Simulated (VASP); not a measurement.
Set up this calculation in VASP 6.6.1, as the native input.

| Quantity | Value |
| --- | --- |
| Task | single point |
| Functional | PBE |
| Potentials or basis | VASP PAW PBE potentials, release 64 (Ca_sv, S) |
| Cutoff | 520 eV |
| k mesh | 4 × 4 × 4 |
| Occupations | gaussian, width 0.1 eV |
| Spin | no spin polarisation |
| Dipole correction | no |
| Further INCAR settings | ALGO = Normal; EDIFF = 1e-07; NBANDS = 35 |

The structure of Ca2S lies in POSCAR:

```
Ca2S
1.0
    0.0000000000      4.2753771433      4.2753771433
    4.2753771433      0.0000000000      4.2753771433
    4.2753771433      4.2753771433      0.0000000000
Ca S
4 2
Direct
    0.6250000000      0.6250000000      0.6250000000
    0.1250000000      0.6250000000      0.6250000000
    0.6250000000      0.6250000000      0.1250000000
    0.6250000000      0.1250000000      0.6250000000
    0.0000000000      0.0000000000      0.0000000000
    0.2500000000      0.2500000000      0.2500000000
```

The input as run:

INCAR

```
PREC = Accurate
ENCUT = 520
EDIFF = 1E-7
ISMEAR = 0
SIGMA = 0.1
LREAL = F
LASPH = T
NELM = 80
ALGO = Normal
ISIF = 2
LWAVE = F
LCHARG = F
GGA = PE
NBANDS = 35
```

KPOINTS

```
regular mesh
0
Gamma
  4 4 4
```

Potentials or basis: VASP PAW PBE potentials, release 64 (Ca_sv, S).

Launch:

```bash
$ cat potpaw_PBE.64/Ca_sv/POTCAR potpaw_PBE.64/S/POTCAR > POTCAR
$ mpirun -np 1 vasp_std > vasp.out
```

Results of the run:

The pressure is 3.0 GPa and the band gap on the k mesh is zero (bands 26 and 27 overlap by 0.64 eV).

Caveat: the cell stands under pressure; semilocal functionals underestimate gaps, and a narrow one can read as zero.

Run time: 28 s on 1 thread of Intel(R) Xeon(R) 6975P-C (Granite Rapids), with other jobs on the host, peak memory 0.31 GiB.
